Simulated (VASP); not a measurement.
Crystal: GaSb.

```xyz
8
Lattice="8.3702 0.0000 0.0000 0.0000 4.7659 0.0000 0.0000 0.0000 4.5127" Properties=species:S:1:pos:R:3 pbc="T T T"
Ga    6.2777    0.0000    1.6038
Ga    0.0000    2.3829    0.0000
Ga    2.0926    0.0000    2.9088
Ga    4.1851    2.3829    0.0000
Sb    6.2777    2.3829    2.9088
Sb    0.0000    0.0000    0.0000
Sb    2.0926    2.3829    1.6038
Sb    4.1851    0.0000    0.0000
```

```yaml
Program: VASP 6.6.1
Task: relaxation of cell and atoms
Functional: PBE
Potentials_or_basis: VASP PAW PBE potentials, release 64 (Ga_d, Sb)
Cutoff: 600 eV
k_mesh: 2 × 4 × 4
Occupations: gaussian, width 0.1 eV
Spin: no spin polarisation
```

At the start: pressure 16.8 GPa; volume 22.50 Å³/atom.

Problem. Where does the relaxation end?

Solution. Over 23 steps the energy falls by 498.7 meV/atom and the volume is 24.24 Å³/atom (+7.7 %); space group Pmma (No. 51, to 0.05 Å).

Step by step:
```
step  energy change (eV)  largest force (eV/Å)  pressure (GPa)  volume (Å³)
   1              0.0000                1.4145           16.84       180.02
   2             -2.2399                0.4131           -4.60       247.19
   3             -2.6641                0.6110           -0.79       221.86
   4             -2.6650                0.5925           -1.10       223.23
   5             -2.8124                0.5784           -0.90       219.05
   6             -3.0789                0.6608            0.04       207.49
   7             -2.8066                0.9970            6.18       183.47
   8             -3.0691                0.7956            1.77       198.74
   9             -3.1712                0.6556            1.21       199.27
  10             -3.3694                0.3831           -0.10       200.65
  11             -3.6797                0.0650           -1.75       202.50
  12             -3.2306                0.2058           -1.67       202.32
  13             -3.8886                0.1256           -2.32       203.05
  14             -3.8366                0.2329            0.48       191.40
  15             -3.9303                0.1868           -1.42       198.83
  16             -3.9698                0.1461           -0.03       193.61
  17             -3.9698                0.1466           -0.03       193.67
  18             -3.9764                0.1279            0.15       192.89
  19             -3.9788                0.1010            0.47       191.81
  20             -3.9827                0.0789            0.24       192.56
  21             -3.9848                0.0473           -0.10       193.69
  22             -3.9890                0.0340           -0.12       193.80
  23             -3.9900                0.0263           -0.12       193.89
```

Final structure:
```
Ga Sb
1.0
     9.74897    0.00000    0.00000
     0.00000    5.76862    0.00000
     0.00000    0.00000    3.44758
Ga Sb
4 4
Direct
  0.75000 0.00000 0.50752
  0.00000 0.50000 0.00000
  0.25000 0.00000 0.49248
  0.50000 0.50000 0.00000
  0.75000 0.50000 0.49817
  0.00000 0.00000 0.00000
  0.25000 0.50000 0.50183
  0.50000 0.00000 0.00000
```

Caveat: the k points lie up to 0.46 Å⁻¹ apart in the final cell.
